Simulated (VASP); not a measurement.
# Ge (Fd-3m) in VASP: single point with LDA

Aim: the single point of Ge with LDA.

Program: VASP 6.6.1. These are calculated values, not measurements. Logs are shortened: lines on timing, memory, paths and dates and some standing lists are left out, and cuts for length are marked.

### Step 1. The cell of the first run

It takes space group Fd-3m (No. 227, cubic). Conventional cell: a = 5.675 Å, b = 5.675 Å, c = 5.675 Å, α = 90.00°, β = 90.00°, γ = 90.00°. Within 3.2 Å of Ge (site symmetry -43m) lie 4 Ge at 2.46 Å.

### Step 2. Single point, LDA

INCAR

```
SYSTEM = Ge
PREC     = Accurate       ! precision mode
ENCUT    = 500            ! plane-wave cutoff, eV
EDIFF    = 1E-6           ! SCF threshold, eV
ISMEAR   = -1             ! smearing method
SIGMA    = 0.1            ! smearing width, eV
LREAL    = .FALSE.        ! projectors in reciprocal space
LASPH    = .TRUE.         ! aspherical terms in the spheres
NELM     = 120            ! most SCF steps
ALGO     = Normal         ! electronic algorithm
ISIF     = 2              ! what is computed and relaxed
LWAVE    = .FALSE.        ! write WAVECAR
LCHARG   = .FALSE.        ! write CHGCAR
GGA      = CA             ! functional
NBANDS   = 21             ! bands
GGA_COMPAT= .FALSE.
```

KPOINTS

```
regular mesh
0
G
  7 7 7
  0 0 0
```

POSCAR

```
Ge
1.0
    0.0000000000      2.8374270000      2.8374270000
    2.8374270000      0.0000000000      2.8374270000
    2.8374270000      2.8374270000      0.0000000000
Ge
2
Direct
    0.5000000000      0.5000000000      0.5000000000
    0.7500000000      0.7500000000      0.7500000000
```

Potentials or basis: VASP PAW LDA potentials, release 64 (Ge_d).

Started as:

```bash
$ cat potpaw_LDA.64/Ge_d/POTCAR > POTCAR
$ mpirun -np 1 vasp_std > vasp.out
```

OUTCAR:

```text
SYSTEM = Ge
   PREC = Accurate
   ENCUT = 500
   EDIFF = 1E-6
   ISMEAR = -1
   LREAL = .FALSE.
   LASPH = .TRUE.
   NELM = 120
   ISIF = 2
   GGA = CA

 ion  position               nearest neighbor table
   1  0.500  0.500  0.500-   2 2.46   2 2.46   2 2.46   2 2.46
   2  0.750  0.750  0.750-   1 2.46   1 2.46   1 2.46   1 2.46

  LATTYP: Found a face centered cubic cell.
 ALAT       =     5.6748540000

  Lattice vectors:

 A1 = (   0.0000000000,   2.8374270000,   2.8374270000)
 A2 = (   2.8374270000,   0.0000000000,   2.8374270000)
 A3 = (   2.8374270000,   2.8374270000,   0.0000000000)

Analysis of symmetry for initial positions (statically):
[... 6 lines left out ...]

 Subroutine GETGRP returns: Found 48 space group operations
 (whereof 24 operations were pure point group operations)
 out of a pool of 48 trial point group operations.

The static configuration has the point symmetry T_d .
 The point group associated with its full space group is O_h .

Analysis of symmetry for dynamics (positions and initial velocities):
[... 6 lines left out ...]

 Subroutine GETGRP returns: Found 48 space group operations
 (whereof 24 operations were pure point group operations)
 out of a pool of 48 trial point group operations.

The dynamic configuration has the point symmetry T_d .
 The point group associated with its full space group is O_h .

 Subroutine INISYM returns: Found 48 space group operations
 (whereof 24 operations are pure point group operations),
 and found     1 'primitive' translations

----------------------------------------------------------------------------------------

                                     Primitive cell

  volume of cell :      45.6882

  direct lattice vectors                    reciprocal lattice vectors
     0.000000000  2.837427000  2.837427000    -0.176215987  0.176215987  0.176215987
     2.837427000  0.000000000  2.837427000     0.176215987 -0.176215987  0.176215987
     2.837427000  2.837427000  0.000000000     0.176215987  0.176215987 -0.176215987

  length of vectors
     4.012727746  4.012727746  4.012727746     0.305215043  0.305215043  0.305215043

  position of ions in fractional coordinates (direct lattice)
     0.500000000  0.500000000  0.500000000
     0.750000000  0.750000000  0.750000000

  ion indices of the primitive-cell ions
   primitive index   ion index
                 1           1
                 2           2

----------------------------------------------------------------------------------------

 KPOINTS: regular mesh

Automatic generation of k-mesh.
 Grid dimensions read from file:
 generate k-points for:    7    7    7

 Generating k-lattice:

  Cartesian coordinates                     Fractional coordinates (reciprocal lattice)
    -0.025173712  0.025173712  0.025173712     0.142857143  0.000000000  0.000000000
     0.025173712 -0.025173712  0.025173712     0.000000000  0.142857143  0.000000000
     0.025173712  0.025173712 -0.025173712     0.000000000  0.000000000  0.142857143

  Length of vectors
     0.043602149  0.043602149  0.043602149

  Shift w.r.t. Gamma in fractional coordinates (k-lattice)
     0.000000000  0.000000000  0.000000000

 Subroutine IBZKPT returns following result:
 ===========================================

 Found     20 irreducible k-points:

 Following reciprocal coordinates:
            Coordinates               Weight
  0.000000  0.000000  0.000000      1.000000
  0.142857  0.000000  0.000000      8.000000
  0.285714  0.000000  0.000000      8.000000
  0.428571  0.000000  0.000000      8.000000
  0.142857  0.142857  0.000000      6.000000
  0.285714  0.142857  0.000000     24.000000
[... 12 lines left out ...]
 -0.428571  0.428571  0.142857     24.000000
 -0.285714  0.428571  0.142857     24.000000
   k-points           NKPTS =     20   k-points in BZ     NKDIM =     20   number of bands    NBANDS=     21
   number of dos      NEDOS =    301   number of ions     NIONS =      2
   total plane-waves  NPLWV =  27000
   dimension x,y,z NGX =    30 NGY =   30 NGZ =   30
   dimension x,y,z NGXF=    60 NGYF=   60 NGZF=   60
   ions per type =               2
   NGX,Y,Z   is equivalent  to a cutoff of  12.43, 12.43, 12.43 a.u.
   NGXF,Y,Z  is equivalent  to a cutoff of  24.86, 24.86, 24.86 a.u.
 SYSTEM =  Ge
   PREC   = accura    normal or accurate (medium, high low for compatibility)
   ISTART =      0    job   : 0-new  1-cont  2-samecut
   ICHARG =      2    charge: 1-file 2-atom 10-const
   ISPIN  =      1    spin polarized calculation?
   LNONCOLLINEAR =      F non collinear calculations
   LSORBIT =      F    spin-orbit coupling
   LASPH  =      T    aspherical Exc in radial PAW
   ENCUT  =  500.0 eV  36.75 Ry    6.06 a.u.   7.32  7.32  7.32*2*pi/ulx,y,z
   NELM   =    120;   NELMIN=  2; NELMDL= -5     # of ELM steps
   EDIFF  = 0.1E-05   stopping-criterion for ELM
   LREAL  =      F    real-space projection
   EDIFFG = 0.1E-04   stopping-criterion for IOM
   NSW    =      0    number of steps for IOM
   IBRION =     -1    ionic relax: 0-MD 1-quasi-New 2-CG
   NFREE  =      0    steps in history (QN), initial steepest desc. (CG)
   ISIF   =      2    stress and relaxation
   ISYM   =      2    0-nonsym 1-usesym 2-fastsym
   POTIM  = 0.5000    time-step for ionic-motion
   TEBEG  =    0.0;   TEEND  =   0.0 temperature during run
   PSTRESS=    0.0 pullay stress
   NELECT =      28.0000    total number of electrons
   NUPDOWN=      -1.0000    fix difference up-down
   EMIN   =  10.00;   EMAX   =-10.00  energy-range for DOS
   EFERMI =   0.00;   METHOD = LEGACY
   ISMEAR =    -1;   SIGMA  =   0.10  broadening in eV -4-tet -1-fermi 0-gaus
   EFERMI_NEDOS =   21; number of points for ismear=-14 and -15
   IALGO  =     38    algorithm
   IMIX   =      4    mixing-type and parameters
     AMIX     =   0.40;   BMIX     =  1.00
     AMIX_MAG =   1.60;   BMIX_MAG =  1.00
  volume/ion in A,a.u.               =      22.84       154.16
  Fermi-wavevector in a.u.,A,eV,Ry     =   1.390570  2.627796 26.309375  1.933685
  Thomas-Fermi vector in A             =   2.514492
   LORBIT       =      0    0 simple, 1 ext, 2 COOP (PROOUT), +10 PAW based schemes
   GGA     = CA    functional components
   LHFCALC =     F    Hartree Fock is set to
   AEXX    =    0.0000 exact exchange contribution
   IVDW    =     0    specifies the selected vdW correction
   LEPSILON=     F    determine dielectric tensor
   LRPA    =     F    only Hartree local field effects (RPA)
 non-spin polarized calculation
  energy-cutoff  :      500.00
  volume of cell :       45.69
 maximum number of plane-waves:      1211
 NGX is ok and might be reduce to    30
   NGX = 15   NGY = 15   NGZ = 15

 number of electron      28.0000014 magnetization

 Free energy of the ion-electron system (eV)
  ---------------------------------------------------
  ext. energy  EPLUGINS =         0.00000000
  ---------------------------------------------------
  free energy    TOTEN  =       -10.36535445 eV

  energy without entropy =      -10.35957335  energy(sigma->0) =      -10.36246390

 E-fermi :   4.5801     XC(G=0): -10.2446

 val. band max:        4.4142622083   @ k =   0.0000   0.0000   0.0000
 cond. band min:       4.6389734095   @ k =   0.0000   0.0000   0.0000
 fundamental gap:      0.2247112011
 Fermi energy:         4.5800606720

 k-point     1 :       0.0000    0.0000    0.0000
  band No.  band energies     occupation
      1     -20.2868      2.00000
      2     -20.2868      2.00000
      3     -20.2868      2.00000
      4     -20.2507      2.00000
      5     -20.2507      2.00000
      6     -20.0450      2.00000
[... 13 lines left out ...]
     20      14.1617      0.00000
     21      14.1617      0.00000

 k-point     2 :       0.1429    0.0000    0.0000
  band No.  band energies     occupation
      1     -20.2962      2.00000
      2     -20.2962      2.00000
      3     -20.2835      2.00000
      4     -20.2373      2.00000
      5     -20.2373      2.00000
      6     -20.0591      2.00000
[... 13 lines left out ...]
     20      13.1027      0.00000
     21      13.1027      0.00000

 k-point     3 :       0.2857    0.0000    0.0000
  band No.  band energies     occupation
      1     -20.3064      2.00000
      2     -20.3064      2.00000
      3     -20.2762      2.00000
      4     -20.2192      2.00000
      5     -20.2192      2.00000
      6     -20.0732      2.00000
[... 13 lines left out ...]
     20      13.1477      0.00000
     21      13.1477      0.00000

 k-point     4 :       0.4286    0.0000    0.0000
  band No.  band energies     occupation
      1     -20.3103      2.00000
      2     -20.3103      2.00000
      3     -20.2702      2.00000
      4     -20.2107      2.00000
      5     -20.2107      2.00000
      6     -20.0787      2.00000
[... 13 lines left out ...]
     20      14.9117      0.00000
     21      14.9117      0.00000

 k-point     5 :       0.1429    0.1429    0.0000
  band No.  band energies     occupation
      1     -20.2946      2.00000
      2     -20.2938      2.00000
      3     -20.2938      2.00000
      4     -20.2395      2.00000
      5     -20.2223      2.00000
      6     -20.0854      2.00000
[... 13 lines left out ...]
     20      12.3730      0.00000
     21      14.5069      0.00000
[... 286 lines left out ...]
     20      14.8679      0.00000
     21      15.7564      0.00000

 k-point    18 :      -0.4286    0.2857    0.1429
  band No.  band energies     occupation
      1     -20.3315      2.00000
      2     -20.3217      2.00000
      3     -20.2377      2.00000
      4     -20.1897      2.00000
      5     -20.1670      2.00000
      6     -20.1363      2.00000
[... 13 lines left out ...]
     20      14.9223      0.00000
     21      16.2129      0.00000

 k-point    19 :      -0.4286    0.4286    0.1429
  band No.  band energies     occupation
      1     -20.3281      2.00000
      2     -20.3268      2.00000
      3     -20.2339      2.00000
      4     -20.1875      2.00000
      5     -20.1656      2.00000
      6     -20.1265      2.00000
[... 13 lines left out ...]
     20      15.5782      0.00000
     21      17.3503      0.00000

 k-point    20 :      -0.2857    0.4286    0.1429
  band No.  band energies     occupation
      1     -20.3363      2.00000
      2     -20.3275      2.00000
      3     -20.2175      2.00000
      4     -20.1715      2.00000
      5     -20.1589      2.00000
      6     -20.1358      2.00000
[... 13 lines left out ...]
     20      15.3063      0.00000
     21      17.4881      0.00000

------------------------ aborting loop because EDIFF is reached ----------------------------------------

  FORCE on cell =-STRESS in cart. coord.  units (eV):
  Direction    XX          YY          ZZ          XY          YZ          ZX
  --------------------------------------------------------------------------------------
  -------------------------------------------------------------------------------------
  Total       -0.4750334     -0.4750334     -0.4750334      0.0000000      0.0000000     -0.0000000
  in kB      -16.6582969    -16.6582969    -16.6582969      0.0000000      0.0000000     -0.0000000
  external PRESSURE =     -16.6582969 kB  Pullay stress =       0.0000000 kB

 VOLUME and BASIS-vectors are now :
 -----------------------------------------------------------------------------
  energy-cutoff  :      500.00
  volume of cell :       45.69
      direct lattice vectors                 reciprocal lattice vectors
     0.000000000  2.837427000  2.837427000    -0.176215987  0.176215987  0.176215987
     2.837427000  0.000000000  2.837427000     0.176215987 -0.176215987  0.176215987
     2.837427000  2.837427000  0.000000000     0.176215987  0.176215987 -0.176215987

 POSITION                                       TOTAL-FORCE (eV/Angst)
 -----------------------------------------------------------------------------------
      2.83743      2.83743      2.83743        -0.000000     -0.000000      0.000000
      4.25614      4.25614      4.25614         0.000000      0.000000     -0.000000
 -----------------------------------------------------------------------------------
    total drift:                                0.000000     -0.000000     -0.000000

  FREE ENERGIE OF THE ION-ELECTRON SYSTEM (eV)
  ---------------------------------------------------
  free  energy   TOTEN  =       -10.3653544462 eV

  energy  without entropy=      -10.3595733528  energy(sigma->0) =      -10.36246390
```

Run time: 22 s. Hardware: 1 thread of Intel Xeon 8259CL, shared host; peak memory 0.15 GiB.

What came out:

| Item | Value |
| --- | --- |
| Free energy | -10.3654 eV |
| Pressure | -1.7 GPa |
| Band gap on the k mesh | zero (filled and empty bands touch) |

Levels at points of the mesh, in eV from the Fermi level:
```csv
k point,band 11,band 12,band 13,band 14,band 15,band 16,band 17,band 18
"(0.00, 0.00, 0.00)",-12.68,-0.17,0.06,0.06,0.06,2.58,2.58,2.58
```
